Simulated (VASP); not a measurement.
Here is a VASP 6.6.1 calculation.

The input INCAR:

```
SYSTEM = Si
ALGO = Normal
EDIFF = 1E-7
EDIFFG = -0.005
ENCUT = 600
GGA = PS
IBRION = 2
ISIF = 3
ISMEAR = 0
LASPH = .True.
LCHARG = .False.
LREAL = .False.
LWAVE = .False.
NELM = 80
NSW = 100
PREC = Accurate
SIGMA = 0.02
```

Contents of KPOINTS:

```
k-points
0
Gamma
  12 12 12
  0 0 0
```

POSCAR

```
Si
1.0
    0.0000000000      2.7169171382      2.7169171382
    2.7169171382      0.0000000000      2.7169171382
    2.7169171382      2.7169171382      0.0000000000
Si
2
Direct
    0.7500000000      0.7500000000      0.7500000000
    0.5000000000      0.5000000000      0.5000000000
```

Potentials or basis: VASP PAW PBE potentials, release 64 (Si).

Run with:

```console
$ cat potpaw_PBE.64/Si/POTCAR > POTCAR
$ mpirun -np 1 vasp_std > vasp.out
```

**Question.** Predict the space group after relaxing (to 0.05 Å).

**Answer.** Fd-3m (No. 227).

**Question.** Predict the band gap on the k mesh.

**Answer.** 0.46 eV, indirect (least direct gap 2.52 eV).

**Question.** Predict the relaxed volume.

**Answer.** 20.08 Å³/atom.

**Question.** What does it give for the relaxed cell?

**Answer.** a = 3.844 Å, b = 3.844 Å, c = 3.844 Å, α = 60.00°, β = 60.00°, γ = 60.00°.

Final structure:
```
CELL_PARAMETERS angstrom
0.00000 2.71785 2.71785
2.71785 0.00000 2.71785
2.71785 2.71785 0.00000
ATOMIC_POSITIONS crystal
Si 0.75000 0.75000 0.75000
Si 0.50000 0.50000 0.50000
```

Caveat: the PAW data sets were made with another functional, which shifts forces and pressure a little. Expect the measured gap to be larger: semilocal functionals such as PBEsol lack the derivative discontinuity.
